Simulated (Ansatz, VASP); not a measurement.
HfC: VASP beside Ansatz

The input INCAR:

```
PREC = Accurate
ENCUT = 600
EDIFF = 1E-6
ISMEAR = 0
SIGMA = 0.025
LREAL = F
LASPH = T
NELM = 200
ALGO = Normal
ISIF = 2
LWAVE = F
LCHARG = F
MAGMOM = 0 0 0 0 0 0
LORBIT = 11
LSORBIT = T
GGA_COMPAT = F
LORBMOM = T
LMAXMIX = 4
GGA = LIBXC
LIBXC1 = GGA_X_RPBE
LIBXC2 = GGA_C_LYP
NBANDS = 26
```

File KPOINTS:

```
regular mesh
0
Gamma
  8 8 8
```

Contents of POSCAR:

```
HfC
1.0
    0.0000000000      2.3555956139      2.3555956139
    2.3555956139      0.0000000000      2.3555956139
    2.3555956139      2.3555956139      0.0000000000
Hf C
1 1
Direct
    0.5000000000      0.5000000000      0.5000000000
    0.0000000000      0.0000000000      0.0000000000
```

File input.yaml:

```yaml
crystal:
  lattice:
    - [0.0, 2.3555956139, 2.3555956139]
    - [2.3555956139, 0.0, 2.3555956139]
    - [2.3555956139, 2.3555956139, 0.0]
  atoms:
    - { symbol: Hf, position: [0.5, 0.5, 0.5] }
    - { symbol: C, position: [0.0, 0.0, 0.0] }
kpoints:
  mp_grid: { grid: [8, 8, 8] }
scf:
  occupations: { method: gaussian, width: 0.025 }
hamiltonian:
  xc: { exchange: rpbe, correlation: lyp }
  pseudopotentials: { kind: all_electron, lapw: { basis_error: 0.002 } }
magnetization:
  noncollinear: true
  spin_orbit: true
output:
  forces: true
  stress: true
  eigenvalues: true
```

Change from the starting cell: volume scaled by 1.04.

Alike in both runs: task single point; functional rpbe exchange, lyp correlation; k mesh 8 × 8 × 8; occupations gaussian, width 0.025 eV; non-collinear spin, spin-orbit coupling.

|  | VASP | Ansatz |
| --- | --- | --- |
| version | VASP 6.6.1 | Ansatz 0.2.0 |
| potentials or method | VASP PAW PBE potentials, release 64 (Hf_pv, C), cutoff 600 eV | all-electron LAPW, relativistic spinors |

VASP gave:

* pressure (GPa): 1.4

Task: Which values does Ansatz return?

Result: Pressure (GPa): 1.9.

VASP's potentials were made for PBE, not for rpbe exchange, lyp correlation. Ansatz ran all-electron here, and VASP with PAW potentials.
